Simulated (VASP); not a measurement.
A run of VASP 6.6.1 is set up as follows.

Contents of INCAR:

```
SYSTEM = TiAl
PREC = Accurate
ENCUT = 520
EDIFF = 1E-6
ISMEAR = 0
SIGMA = 0.1
LREAL = .FALSE.
LASPH = .TRUE.
NELM = 60
ALGO = Normal
ISIF = 2
LWAVE = .FALSE.
LCHARG = .FALSE.
GGA = PE
NBANDS = 40
```

Contents of KPOINTS:

```
regular mesh
0
G
  12 12 2
  0 0 0
```

The input POSCAR:

```
TiAl
1.0
    2.9076478652      0.0000000000      0.0000000000
   -1.4538239326      2.5180969165      0.0000000000
   11.5902597524      6.6916395880     18.6815461844
Ti Al
4 4
Direct
    0.5244183019      0.2622091509      0.0267643799
    0.5156656810      0.2578328405      0.1538461813
    0.5069130602      0.2534565301      0.2809279826
    0.4981604394      0.2490802197      0.4080097839
    0.4981604394      0.2490802197      0.5330097839
    0.5069130602      0.2534565301      0.6559279826
    0.5156656810      0.2578328405      0.7788461813
    0.5244183019      0.2622091509      0.9017643799
```

Potentials or basis: VASP PAW PBE potentials, release 64 (Ti_sv, Al).

Launch:

```bash
$ cat potpaw_PBE.64/Ti_sv/POTCAR potpaw_PBE.64/Al/POTCAR > POTCAR
$ mpirun -np 1 vasp_std > vasp.out
```

Task: Estimate the pressure.

Result: -0.9 GPa.

Task: What does it give for the band gap on the k mesh?

Result: Zero (band 30 reaches 8.77 eV, above the bottom of band 31 at 7.03 eV).

Stress tensor (GPa, compression positive):
```
-0.34 -0.03  0.04
-0.03 -0.30  0.03
 0.04  0.03 -2.04
```
